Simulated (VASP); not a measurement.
# RbBr (C2/m) in VASP: single point with PBE

Aim: the single point of RbBr with PBE.

Program: VASP 6.6.1. These are calculated values, not measurements. Logs are shortened: lines on timing, memory, paths and dates and some standing lists are left out, and cuts for length are marked.

### Step 1. The cell of the first run

It takes space group C2/m (No. 12, monoclinic). Conventional cell: a = 5.815 Å, b = 6.155 Å, c = 4.129 Å, α = 90.00°, β = 91.59°, γ = 90.00°. Within 4.6 Å of Rb (site symmetry 2/m) lie 8 Br at 3.52 to 3.71 Å and 6 Rb at 4.13 to 4.23 Å. Within 4.6 Å of Br (site symmetry 2/m) lie 8 Rb at 3.52 to 3.71 Å and 6 Br at 4.13 to 4.23 Å.

### Step 2. Single point, PBE

The input, INCAR:

```
SYSTEM = RbBr
ALGO     = Normal         ! electronic algorithm
EDIFF    = 1E-6           ! SCF threshold, eV
ENCUT    = 500            ! plane-wave cutoff, eV
GGA      = PE             ! functional
GGA_COMPAT= .FALSE.      
ISIF     = 2              ! what is computed and relaxed
ISMEAR   = 0              ! smearing method
LASPH    = .TRUE.         ! aspherical terms in the spheres
LCHARG   = .FALSE.        ! write CHGCAR
LREAL    = .FALSE.        ! projectors in reciprocal space
LWAVE    = .FALSE.        ! write WAVECAR
NBANDS   = 15             ! bands
NELM     = 120            ! most SCF steps
PREC     = Accurate       ! precision mode
SIGMA    = 0.15           ! smearing width, eV
```

The input, KPOINTS:

```
k-points
0
G
  3 3 3
  0 0 0
```

The input, POSCAR:

```
RbBr
1.0
    2.8988277946     -3.0774055388      0.2249153248
    2.8988277946      3.0774055388      0.2249153248
   -0.4337042500      0.0000000000      4.1064275105
Rb Br
1 1
Direct
    0.5000000000      0.5000000000      0.0000000000
    0.0000000000      0.0000000000      0.5000000000
```

Potentials or basis: VASP PAW PBE potentials, release 64 (Rb_sv, Br).

The run is started by

```bash
cat potpaw_PBE.64/Rb_sv/POTCAR potpaw_PBE.64/Br/POTCAR > POTCAR
mpirun -np 1 vasp_std > vasp.out
```

OUTCAR:

```text
SYSTEM = RbBr
   EDIFF = 1E-6
   ENCUT = 500
   GGA = PE
   ISIF = 2
   ISMEAR = 0
   LASPH = .TRUE.
   LREAL = .FALSE.
   NELM = 120
   PREC = Accurate

 ion  position               nearest neighbor table
   1  0.500  0.500  0.000-   2 3.52   2 3.52   2 3.61   2 3.61   2 3.71   2 3.71   2 3.71   2 3.71

   2  0.000  0.000  0.500-   1 3.52   1 3.52   1 3.61   1 3.61   1 3.71   1 3.71   1 3.71   1 3.71

  LATTYP: Found a base centered monoclinic cell.
 ALAT       =     5.8150802182
 B/A-ratio  =     1.0584223857
 C/A-ratio  =     0.7100963157
 COS(beta)  =    -0.0277890382

  Lattice vectors:

 A1 = (   2.8988277946,  -3.0774055388,   0.2249153248)
 A2 = (   2.8988277946,   3.0774055388,   0.2249153248)
 A3 = (  -0.4337042500,   0.0000000000,   4.1064275105)

Analysis of symmetry for initial positions (statically):
=====================================================================
 Subroutine PRICEL returns:
 Original cell was already a primitive cell.

 Routine SETGRP: Setting up the symmetry group for a
 base centered monoclinic supercell.

 Subroutine GETGRP returns: Found  4 space group operations
 (whereof  4 operations were pure point group operations)
 out of a pool of  4 trial point group operations.

The static configuration has the point symmetry C_2h.

Analysis of symmetry for dynamics (positions and initial velocities):
=====================================================================
 Subroutine PRICEL returns:
 Original cell was already a primitive cell.

 Routine SETGRP: Setting up the symmetry group for a
 base centered monoclinic supercell.

 Subroutine GETGRP returns: Found  4 space group operations
 (whereof  4 operations were pure point group operations)
 out of a pool of  4 trial point group operations.

The dynamic configuration has the point symmetry C_2h.

 Subroutine INISYM returns: Found  4 space group operations
 (whereof  4 operations are pure point group operations),
 and found     1 'primitive' translations

----------------------------------------------------------------------------------------

                                     Primitive cell

  volume of cell :      73.8662

  direct lattice vectors                    reciprocal lattice vectors
     2.898827795 -3.077405539  0.224915325     0.171081573 -0.162474524  0.018068943
     2.898827795  3.077405539  0.224915325     0.171081573  0.162474524  0.018068943
    -0.433704250  0.000000000  4.106427510    -0.018740800  0.000000000  0.241541348

  length of vectors
     4.233699840  4.233699840  4.129267039     0.236629166  0.236629166  0.242267291

  position of ions in fractional coordinates (direct lattice)
     0.500000000  0.500000000  0.000000000
     0.000000000  0.000000000  0.500000000

  ion indices of the primitive-cell ions
   primitive index   ion index
                 1           1
                 2           2

----------------------------------------------------------------------------------------

 KPOINTS: k-points

Automatic generation of k-mesh.
 Grid dimensions read from file:
 generate k-points for:    3    3    3

 Generating k-lattice:

  Cartesian coordinates                     Fractional coordinates (reciprocal lattice)
     0.057027191 -0.054158175  0.006022981     0.333333333  0.000000000  0.000000000
     0.057027191  0.054158175  0.006022981     0.000000000  0.333333333  0.000000000
    -0.006246933  0.000000000  0.080513783     0.000000000  0.000000000  0.333333333

  Length of vectors
     0.078876389  0.078876389  0.080755764

  Shift w.r.t. Gamma in fractional coordinates (k-lattice)
     0.000000000  0.000000000  0.000000000

 Subroutine IBZKPT returns following result:
 ===========================================

 Found     10 irreducible k-points:

 Following reciprocal coordinates:
            Coordinates               Weight
  0.000000  0.000000  0.000000      1.000000
  0.333333 -0.000000 -0.000000      4.000000
  0.333333  0.333333 -0.000000      2.000000
 -0.333333  0.333333  0.000000      2.000000
  0.000000  0.000000  0.333333      2.000000
  0.333333 -0.000000  0.333333      4.000000
 -0.333333  0.000000  0.333333      4.000000
  0.333333  0.333333  0.333333      2.000000
 -0.333333  0.333333  0.333333      4.000000
 -0.333333 -0.333333  0.333333      2.000000
   k-points           NKPTS =     10   k-points in BZ     NKDIM =     10   number of bands    NBANDS=     15
   number of dos      NEDOS =    301   number of ions     NIONS =      2
   total plane-waves  NPLWV =  30720
   dimension x,y,z NGX =    32 NGY =   32 NGZ =   30
   dimension x,y,z NGXF=    64 NGYF=   64 NGZF=   60
   ions per type =               1   1
   NGX,Y,Z   is equivalent  to a cutoff of  12.57, 12.57, 12.08 a.u.
   NGXF,Y,Z  is equivalent  to a cutoff of  25.13, 25.13, 24.16 a.u.
 SYSTEM =  RbBr
   PREC   = accura    normal or accurate (medium, high low for compatibility)
   ISTART =      0    job   : 0-new  1-cont  2-samecut
   ICHARG =      2    charge: 1-file 2-atom 10-const
   ISPIN  =      1    spin polarized calculation?
   LNONCOLLINEAR =      F non collinear calculations
   LSORBIT =      F    spin-orbit coupling
   LASPH  =      T    aspherical Exc in radial PAW
   ENCUT  =  500.0 eV  36.75 Ry    6.06 a.u.   7.72  7.72  7.53*2*pi/ulx,y,z
   NELM   =    120;   NELMIN=  2; NELMDL= -5     # of ELM steps
   EDIFF  = 0.1E-05   stopping-criterion for ELM
   LREAL  =      F    real-space projection
   EDIFFG = 0.1E-04   stopping-criterion for IOM
   NSW    =      0    number of steps for IOM
   IBRION =     -1    ionic relax: 0-MD 1-quasi-New 2-CG
   NFREE  =      0    steps in history (QN), initial steepest desc. (CG)
   ISIF   =      2    stress and relaxation
   ISYM   =      2    0-nonsym 1-usesym 2-fastsym
   POTIM  = 0.5000    time-step for ionic-motion
   TEBEG  =    0.0;   TEEND  =   0.0 temperature during run
   PSTRESS=    0.0 pullay stress
   NELECT =      16.0000    total number of electrons
   NUPDOWN=      -1.0000    fix difference up-down
   EMIN   =  10.00;   EMAX   =-10.00  energy-range for DOS
   EFERMI =   0.00;   METHOD = LEGACY
   ISMEAR =     0;   SIGMA  =   0.15  broadening in eV -4-tet -1-fermi 0-gaus
   EFERMI_NEDOS =   21; number of points for ismear=-14 and -15
   IALGO  =     38    algorithm
   IMIX   =      4    mixing-type and parameters
     AMIX     =   0.40;   BMIX     =  1.00
     AMIX_MAG =   1.60;   BMIX_MAG =  1.00
  volume/ion in A,a.u.               =      36.93       249.24
  Fermi-wavevector in a.u.,A,eV,Ry     =   0.983180  1.857940 13.151969  0.966642
  Thomas-Fermi vector in A             =   2.114318
   LORBIT       =      0    0 simple, 1 ext, 2 COOP (PROOUT), +10 PAW based schemes
   GGA     = PE    functional components
   LHFCALC =     F    Hartree Fock is set to
   AEXX    =    0.0000 exact exchange contribution
   IVDW    =     0    specifies the selected vdW correction
   LEPSILON=     F    determine dielectric tensor
   LRPA    =     F    only Hartree local field effects (RPA)
 non-spin polarized calculation
 Gauss-broadening in eV      SIGMA  =   0.15
  energy-cutoff  :      500.00
  volume of cell :       73.87
 maximum number of plane-waves:      1882
   NGX = 15   NGY = 15   NGZ = 15

 number of electron      16.0000000 magnetization

 Free energy of the ion-electron system (eV)
  ---------------------------------------------------
  ext. energy  EPLUGINS =         0.00000000
  ---------------------------------------------------
  free energy    TOTEN  =        -5.98090297 eV

  energy without entropy =       -5.98090297  energy(sigma->0) =       -5.98090297

 E-fermi :  -0.1051     XC(G=0):  -7.7092

 val. band max:       -0.8855023313   @ k =  -0.3333   0.3333   0.0000
 cond. band min:       3.0217195610   @ k =   0.0000   0.0000   0.0000
 fundamental gap:      3.9072218923
 Fermi energy:        -0.1050717877

 k-point     1 :       0.0000    0.0000    0.0000
  band No.  band energies     occupation
      1     -26.0812      2.00000
      2     -13.4166      2.00000
      3     -10.0822      2.00000
      4     -10.0762      2.00000
      5     -10.0615      2.00000
      6      -1.0888      2.00000
      7      -1.0531      2.00000
      8      -0.9533      2.00000
      9       3.0217      0.00000
     10       4.7095      0.00000
     11       4.7831      0.00000
     12       8.6661      0.00000
     13       8.8099      0.00000
     14       9.1152      0.00000
     15      11.5259      0.00000

 k-point     2 :       0.3333   -0.0000   -0.0000
  band No.  band energies     occupation
      1     -26.0701      2.00000
      2     -13.4168      2.00000
      3     -10.1583      2.00000
      4     -10.0457      2.00000
      5     -10.0346      2.00000
      6      -2.1919      2.00000
      7      -1.1317      2.00000
      8      -0.9912      2.00000
      9       4.9176      0.00000
     10       5.5093      0.00000
     11       6.2644      0.00000
     12       8.4801      0.00000
     13       8.7955      0.00000
     14       8.8632      0.00000
     15       9.4286      0.00000

 k-point     3 :       0.3333    0.3333   -0.0000
  band No.  band energies     occupation
      1     -26.0596      2.00000
      2     -13.3412      2.00000
      3     -10.2739      2.00000
      4     -10.1658      2.00000
      5     -10.0141      2.00000
      6      -1.9625      2.00000
      7      -1.7540      2.00000
      8      -0.9128      2.00000
      9       4.9195      0.00000
     10       5.7582      0.00000
     11       7.5244      0.00000
     12       7.6605      0.00000
     13       8.1421      0.00000
     14       8.3358      0.00000
     15       9.8973      0.00000
[... 91 lines left out ...]
 k-point     9 :      -0.3333    0.3333    0.3333
  band No.  band energies     occupation
      1     -26.0463      2.00000
      2     -13.2432      2.00000
      3     -10.2406      2.00000
      4     -10.2200      2.00000
      5     -10.1967      2.00000
      6      -1.8494      2.00000
      7      -1.8380      2.00000
      8      -1.7793      2.00000
      9       6.0398      0.00000
     10       6.6949      0.00000
     11       6.9602      0.00000
     12       7.0342      0.00000
     13       7.9879      0.00000
     14       8.2302      0.00000
     15      11.2342      0.00000

 k-point    10 :      -0.3333   -0.3333    0.3333
  band No.  band energies     occupation
      1     -26.0462      2.00000
      2     -13.2418      2.00000
      3     -10.2556      2.00000
      4     -10.2258      2.00000
      5     -10.1857      2.00000
      6      -1.8375      2.00000
      7      -1.8348      2.00000
      8      -1.7515      2.00000
      9       6.1407      0.00000
     10       6.6223      0.00000
     11       6.9573      0.00000
     12       7.0634      0.00000
     13       7.7469      0.00000
     14       8.2853      0.00000
     15      11.2900      0.00000

------------------------ aborting loop because EDIFF is reached ----------------------------------------

  FORCE on cell =-STRESS in cart. coord.  units (eV):
  Direction    XX          YY          ZZ          XY          YZ          ZX
  --------------------------------------------------------------------------------------
  -------------------------------------------------------------------------------------
  Total        0.0969669     -0.1389405      0.3415293      0.0000000      0.0000000      0.0662991
  in kB        2.1032381     -3.0136576      7.4078624      0.0000000      0.0000000      1.4380449
  external PRESSURE =       2.1658143 kB  Pullay stress =       0.0000000 kB

 VOLUME and BASIS-vectors are now :
 -----------------------------------------------------------------------------
  energy-cutoff  :      500.00
  volume of cell :       73.87
      direct lattice vectors                 reciprocal lattice vectors
     2.898827795 -3.077405539  0.224915325     0.171081573 -0.162474524  0.018068943
     2.898827795  3.077405539  0.224915325     0.171081573  0.162474524  0.018068943
    -0.433704250  0.000000000  4.106427510    -0.018740800  0.000000000  0.241541348

 POSITION                                       TOTAL-FORCE (eV/Angst)
 -----------------------------------------------------------------------------------
      2.89883      0.00000      0.22492         0.000000     -0.000000      0.000000
     -0.21685      0.00000      2.05321        -0.000000      0.000000     -0.000000
 -----------------------------------------------------------------------------------
    total drift:                               -0.000000     -0.000000     -0.000000

  FREE ENERGIE OF THE ION-ELECTRON SYSTEM (eV)
  ---------------------------------------------------
  free  energy   TOTEN  =        -5.9809029675 eV

  energy  without entropy=       -5.9809029675  energy(sigma->0) =       -5.98090297
```

It took 9.4 s on 1 thread of Intel Xeon Platinum 8488C (Sapphire Rapids), shared host; peak memory 0.17 GiB.

Results:

```
Free energy            : -5.9809 eV
Pressure               : 0.2 GPa
Band gap on the k mesh : 3.91 eV, indirect (least direct gap 3.98 eV)
```

Caveat: the k points lie up to 0.51 Å⁻¹ apart. A k mesh can miss the band edges.
